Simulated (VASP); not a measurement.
# TlBr (Pm-3m) in VASP: single point with PBE

Aim: the single point of TlBr with PBE.

All numbers are computed with VASP 6.6.1; they aren't measurements. Logs are shortened: lines on timing, memory, paths and dates and some standing lists are left out, and cuts for length are marked.

### 1 The cell of the first run

Symmetry: Pm-3m, No. 221, cubic system. The conventional cell has a = 3.978 Å, b = 3.978 Å, c = 3.978 Å, α = 90.00°, β = 90.00°, γ = 90.00°. Within 4.5 Å of Tl (site symmetry m-3m) lie 8 Br at 3.45 Å and 6 Tl at 3.98 Å. Within 4.5 Å of Br (site symmetry m-3m) lie 8 Tl at 3.45 Å and 6 Br at 3.98 Å.

### 2 Single point, PBE

INCAR

```
ALGO = Normal
EDIFF = 1E-6
ENCUT = 500
GGA = PE
GGA_COMPAT = F
ISIF = 2
ISMEAR = -1
LASPH = T
LCHARG = T
LELF = T
LREAL = F
LVHAR = T
LWAVE = F
NBANDS = 17
NELM = 120
PREC = Accurate
SIGMA = 0.1
```

KPOINTS

```
k-points
0
Gamma
  7 7 7
```

POSCAR

```
TlBr
1.0
    3.9783610700      0.0000000000      0.0000000000
    0.0000000000      3.9783610700      0.0000000000
    0.0000000000      0.0000000000      3.9783610700
Tl Br
1 1
Direct
    0.0000000000      0.0000000000      0.0000000000
    0.5000000000      0.5000000000      0.5000000000
```

Potentials or basis: VASP PAW PBE potentials, release 64 (Tl_d, Br).

Run with:

```console
$ cat potpaw_PBE.64/Tl_d/POTCAR potpaw_PBE.64/Br/POTCAR > POTCAR
$ mpirun -np 1 vasp_std > vasp.out
```

OUTCAR:

```text
EDIFF = 1E-6
   ENCUT = 500
   GGA = PE
   ISIF = 2
   ISMEAR = -1
   LASPH = T
   LREAL = F
   NELM = 120
   PREC = Accurate

 ion  position               nearest neighbor table
   1  0.000  0.000  0.000-   2 3.45   2 3.45   2 3.45   2 3.45   2 3.45   2 3.45   2 3.45   2 3.45

   2  0.500  0.500  0.500-   1 3.45   1 3.45   1 3.45   1 3.45   1 3.45   1 3.45   1 3.45   1 3.45

  LATTYP: Found a simple cubic cell.
 ALAT       =     3.9783610700

  Lattice vectors:

 A1 = (   3.9783610700,   0.0000000000,   0.0000000000)
 A2 = (   0.0000000000,   3.9783610700,   0.0000000000)
 A3 = (   0.0000000000,   0.0000000000,   3.9783610700)

Analysis of symmetry for initial positions (statically):
=====================================================================
 Subroutine PRICEL returns:
 Original cell was already a primitive cell.

 Routine SETGRP: Setting up the symmetry group for a
 simple cubic supercell.

 Subroutine GETGRP returns: Found 48 space group operations
 (whereof 48 operations were pure point group operations)
 out of a pool of 48 trial point group operations.

The static configuration has the point symmetry O_h .

Analysis of symmetry for dynamics (positions and initial velocities):
=====================================================================
 Subroutine PRICEL returns:
 Original cell was already a primitive cell.

 Routine SETGRP: Setting up the symmetry group for a
 simple cubic supercell.

 Subroutine GETGRP returns: Found 48 space group operations
 (whereof 48 operations were pure point group operations)
 out of a pool of 48 trial point group operations.

The dynamic configuration has the point symmetry O_h .

 Subroutine INISYM returns: Found 48 space group operations
 (whereof 48 operations are pure point group operations),
 and found     1 'primitive' translations

----------------------------------------------------------------------------------------

                                     Primitive cell

  volume of cell :      62.9669

  direct lattice vectors                    reciprocal lattice vectors
     3.978361070  0.000000000  0.000000000     0.251359789  0.000000000  0.000000000
     0.000000000  3.978361070  0.000000000     0.000000000  0.251359789  0.000000000
     0.000000000  0.000000000  3.978361070     0.000000000  0.000000000  0.251359789

  length of vectors
     3.978361070  3.978361070  3.978361070     0.251359789  0.251359789  0.251359789

  position of ions in fractional coordinates (direct lattice)
     0.000000000  0.000000000  0.000000000
     0.500000000  0.500000000  0.500000000

  ion indices of the primitive-cell ions
   primitive index   ion index
                 1           1
                 2           2

----------------------------------------------------------------------------------------

 KPOINTS: k-points

Automatic generation of k-mesh.
 Grid dimensions read from file:
 generate k-points for:    7    7    7

 Generating k-lattice:

  Cartesian coordinates                     Fractional coordinates (reciprocal lattice)
     0.035908541  0.000000000  0.000000000     0.142857143  0.000000000  0.000000000
     0.000000000  0.035908541  0.000000000     0.000000000  0.142857143  0.000000000
     0.000000000  0.000000000  0.035908541     0.000000000  0.000000000  0.142857143

  Length of vectors
     0.035908541  0.035908541  0.035908541

  Shift w.r.t. Gamma in fractional coordinates (k-lattice)
     0.000000000  0.000000000  0.000000000

 Subroutine IBZKPT returns following result:
 ===========================================

 Found     20 irreducible k-points:

 Following reciprocal coordinates:
            Coordinates               Weight
  0.000000  0.000000  0.000000      1.000000
  0.142857  0.000000  0.000000      6.000000
  0.285714  0.000000  0.000000      6.000000
  0.428571  0.000000  0.000000      6.000000
  0.142857  0.142857  0.000000     12.000000
  0.285714  0.142857  0.000000     24.000000
[... 12 lines left out ...]
  0.428571  0.428571  0.285714     24.000000
  0.428571  0.428571  0.428571      8.000000
   k-points           NKPTS =     20   k-points in BZ     NKDIM =     20   number of bands    NBANDS=     17
   number of dos      NEDOS =    301   number of ions     NIONS =      2
   total plane-waves  NPLWV =  27000
   dimension x,y,z NGX =    30 NGY =   30 NGZ =   30
   dimension x,y,z NGXF=    60 NGYF=   60 NGZF=   60
   ions per type =               1   1
   NGX,Y,Z   is equivalent  to a cutoff of  12.54, 12.54, 12.54 a.u.
   NGXF,Y,Z  is equivalent  to a cutoff of  25.07, 25.07, 25.07 a.u.
 SYSTEM =  unknown system
   PREC   = accura    normal or accurate (medium, high low for compatibility)
   ISTART =      0    job   : 0-new  1-cont  2-samecut
   ICHARG =      2    charge: 1-file 2-atom 10-const
   ISPIN  =      1    spin polarized calculation?
   LNONCOLLINEAR =      F non collinear calculations
   LSORBIT =      F    spin-orbit coupling
   LASPH  =      T    aspherical Exc in radial PAW
   ENCUT  =  500.0 eV  36.75 Ry    6.06 a.u.   7.25  7.25  7.25*2*pi/ulx,y,z
   NELM   =    120;   NELMIN=  2; NELMDL= -5     # of ELM steps
   EDIFF  = 0.1E-05   stopping-criterion for ELM
   LREAL  =      F    real-space projection
   EDIFFG = 0.1E-04   stopping-criterion for IOM
   NSW    =      0    number of steps for IOM
   IBRION =     -1    ionic relax: 0-MD 1-quasi-New 2-CG
   NFREE  =      0    steps in history (QN), initial steepest desc. (CG)
   ISIF   =      2    stress and relaxation
   ISYM   =      2    0-nonsym 1-usesym 2-fastsym
   POTIM  = 0.5000    time-step for ionic-motion
   TEBEG  =    0.0;   TEEND  =   0.0 temperature during run
   PSTRESS=    0.0 pullay stress
   NELECT =      20.0000    total number of electrons
   NUPDOWN=      -1.0000    fix difference up-down
   EMIN   =  10.00;   EMAX   =-10.00  energy-range for DOS
   EFERMI =   0.00;   METHOD = LEGACY
   ISMEAR =    -1;   SIGMA  =   0.10  broadening in eV -4-tet -1-fermi 0-gaus
   EFERMI_NEDOS =   21; number of points for ismear=-14 and -15
   IALGO  =     38    algorithm
   IMIX   =      4    mixing-type and parameters
     AMIX     =   0.40;   BMIX     =  1.00
     AMIX_MAG =   1.60;   BMIX_MAG =  1.00
  volume/ion in A,a.u.               =      31.48       212.46
  Fermi-wavevector in a.u.,A,eV,Ry     =   1.116985  2.110795 16.975380  1.247655
  Thomas-Fermi vector in A             =   2.253604
   LORBIT       =      0    0 simple, 1 ext, 2 COOP (PROOUT), +10 PAW based schemes
   GGA     = PE    functional components
   LHFCALC =     F    Hartree Fock is set to
   AEXX    =    0.0000 exact exchange contribution
   IVDW    =     0    specifies the selected vdW correction
   LEPSILON=     F    determine dielectric tensor
   LRPA    =     F    only Hartree local field effects (RPA)
 non-spin polarized calculation
  energy-cutoff  :      500.00
  volume of cell :       62.97
 maximum number of plane-waves:      1614
 NGX is ok and might be reduce to    30
   NGX = 15   NGY = 15   NGZ = 15

 number of electron      20.0000005 magnetization

 Free energy of the ion-electron system (eV)
  ---------------------------------------------------
  ext. energy  EPLUGINS =         0.00000000
  ---------------------------------------------------
  free energy    TOTEN  =        -5.53216627 eV

  energy without entropy =       -5.53216417  energy(sigma->0) =       -5.53216522

 E-fermi :   3.4359     XC(G=0):  -8.9755

 val. band max:        2.2317639202   @ k =   0.4286   0.0000   0.0000
 cond. band min:       4.5283877723   @ k =   0.4286   0.0000   0.0000
 fundamental gap:      2.2966238521
 Fermi energy:         3.4359108483

 k-point     1 :       0.0000    0.0000    0.0000
  band No.  band energies     occupation
      1     -11.3469      2.00000
      2      -7.7113      2.00000
      3      -7.7113      2.00000
      4      -7.5341      2.00000
      5      -7.5341      2.00000
      6      -7.5341      2.00000
[... 9 lines left out ...]
     16      13.5649      0.00000
     17      15.8392      0.00000

 k-point     2 :       0.1429    0.0000    0.0000
  band No.  band energies     occupation
      1     -11.3045      2.00000
      2      -7.7093      2.00000
      3      -7.6864      2.00000
      4      -7.5456      2.00000
      5      -7.5456      2.00000
      6      -7.5330      2.00000
[... 9 lines left out ...]
     16      14.6559      0.00000
     17      15.5554      0.00000

 k-point     3 :       0.2857    0.0000    0.0000
  band No.  band energies     occupation
      1     -11.2055      2.00000
      2      -7.7049      2.00000
      3      -7.6318      2.00000
      4      -7.5713      2.00000
      5      -7.5713      2.00000
      6      -7.5308      2.00000
[... 9 lines left out ...]
     16      14.0961      0.00000
     17      15.7419      0.00000

 k-point     4 :       0.4286    0.0000    0.0000
  band No.  band energies     occupation
      1     -11.1219      2.00000
      2      -7.7014      2.00000
      3      -7.5916      2.00000
      4      -7.5916      2.00000
      5      -7.5899      2.00000
      6      -7.5289      2.00000
[... 9 lines left out ...]
     16      14.8458      0.00000
     17      15.9209      0.00000

 k-point     5 :       0.1429    0.1429    0.0000
  band No.  band energies     occupation
      1     -11.2657      2.00000
      2      -7.6963      2.00000
      3      -7.6719      2.00000
      4      -7.5538      2.00000
      5      -7.5461      2.00000
      6      -7.5422      2.00000
[... 9 lines left out ...]
     16      13.9580      0.00000
     17      14.6712      0.00000

 k-point     6 :       0.2857    0.1429    0.0000
  band No.  band energies     occupation
      1     -11.1753      2.00000
      2      -7.6879      2.00000
      3      -7.6197      2.00000
      4      -7.5710      2.00000
      5      -7.5691      2.00000
      6      -7.5407      2.00000
[... 9 lines left out ...]
     16      13.8060      0.00000
     17      14.3746      0.00000

 k-point     7 :       0.4286    0.1429    0.0000
  band No.  band energies     occupation
      1     -11.0996      2.00000
      2      -7.6837      2.00000
      3      -7.5886      2.00000
      4      -7.5842      2.00000
      5      -7.5762      2.00000
      6      -7.5383      2.00000
[... 9 lines left out ...]
     16      14.6662      0.00000
     17      14.7362      0.00000

 k-point     8 :       0.2857    0.2857    0.0000
  band No.  band energies     occupation
      1     -11.1060      2.00000
      2      -7.6652      2.00000
      3      -7.5774      2.00000
      4      -7.5683      2.00000
      5      -7.5665      2.00000
      6      -7.5606      2.00000
[... 9 lines left out ...]
     16      13.5418      0.00000
     17      13.9395      0.00000
[... 123 lines left out ...]
      1     -11.0203      2.00000
      2      -7.6277      2.00000
      3      -7.6083      2.00000
      4      -7.5756      2.00000
      5      -7.5525      2.00000
      6      -7.5326      2.00000
[... 9 lines left out ...]
     16      13.2279      0.00000
     17      15.3350      0.00000

 k-point    16 :       0.4286    0.4286    0.1429
  band No.  band energies     occupation
      1     -10.9751      2.00000
      2      -7.6121      2.00000
      3      -7.5989      2.00000
      4      -7.5929      2.00000
      5      -7.5561      2.00000
      6      -7.4941      2.00000
[... 9 lines left out ...]
     16      13.4462      0.00000
     17      15.0771      0.00000

 k-point    17 :       0.2857    0.2857    0.2857
  band No.  band energies     occupation
      1     -11.0098      2.00000
      2      -7.6105      2.00000
      3      -7.6105      2.00000
      4      -7.5715      2.00000
      5      -7.5715      2.00000
      6      -7.5493      2.00000
[... 9 lines left out ...]
     16      12.8170      0.00000
     17      16.7037      0.00000

 k-point    18 :       0.4286    0.2857    0.2857
  band No.  band energies     occupation
      1     -10.9543      2.00000
      2      -7.6359      2.00000
      3      -7.6081      2.00000
      4      -7.5698      2.00000
      5      -7.5646      2.00000
      6      -7.5216      2.00000
[... 9 lines left out ...]
     16      13.6683      0.00000
     17      17.0502      0.00000

 k-point    19 :       0.4286    0.4286    0.2857
  band No.  band energies     occupation
      1     -10.8997      2.00000
      2      -7.6398      2.00000
      3      -7.6313      2.00000
      4      -7.5953      2.00000
      5      -7.5448      2.00000
      6      -7.4925      2.00000
[... 9 lines left out ...]
     16      14.2309      0.00000
     17      17.5390      0.00000

 k-point    20 :       0.4286    0.4286    0.4286
  band No.  band energies     occupation
      1     -10.8364      2.00000
      2      -7.6612      2.00000
      3      -7.6612      2.00000
      4      -7.6404      2.00000
      5      -7.4912      2.00000
      6      -7.4912      2.00000
[... 9 lines left out ...]
     16      14.7680      0.00000
     17      18.7825      0.00000

------------------------ aborting loop because EDIFF is reached ----------------------------------------

  FORCE on cell =-STRESS in cart. coord.  units (eV):
  Direction    XX          YY          ZZ          XY          YZ          ZX
  --------------------------------------------------------------------------------------
  -------------------------------------------------------------------------------------
  Total        0.4818681      0.4818681      0.4818681     -0.0000000     -0.0000000     -0.0000000
  in kB       12.2610074     12.2610074     12.2610074     -0.0000000     -0.0000000     -0.0000000
  external PRESSURE =      12.2610074 kB  Pullay stress =       0.0000000 kB

 VOLUME and BASIS-vectors are now :
 -----------------------------------------------------------------------------
  energy-cutoff  :      500.00
  volume of cell :       62.97
      direct lattice vectors                 reciprocal lattice vectors
     3.978361070  0.000000000  0.000000000     0.251359789  0.000000000  0.000000000
     0.000000000  3.978361070  0.000000000     0.000000000  0.251359789  0.000000000
     0.000000000  0.000000000  3.978361070     0.000000000  0.000000000  0.251359789

 POSITION                                       TOTAL-FORCE (eV/Angst)
 -----------------------------------------------------------------------------------
      0.00000      0.00000      0.00000         0.000000      0.000000      0.000000
      1.98918      1.98918      1.98918         0.000000      0.000000      0.000000
 -----------------------------------------------------------------------------------
    total drift:                                0.000000     -0.000000     -0.000000

  FREE ENERGIE OF THE ION-ELECTRON SYSTEM (eV)
  ---------------------------------------------------
  free  energy   TOTEN  =        -5.5321662738 eV

  energy  without entropy=       -5.5321641713  energy(sigma->0) =       -5.53216522
```

Run time: 20 s. Hardware: 1 thread of AMD EPYC 7R43 (Zen 3), shared host; peak memory 0.14 GiB.

Results:

```yaml
Free_energy: -5.5322 eV
Pressure: 1.2 GPa
Band_gap_on_the_k_mesh: 2.30 eV, direct
```

Caveat: spin-orbit coupling is left out, which moves the levels of the heavy elements. A hybrid or GW would open this gap; PBE tends to underestimate it.
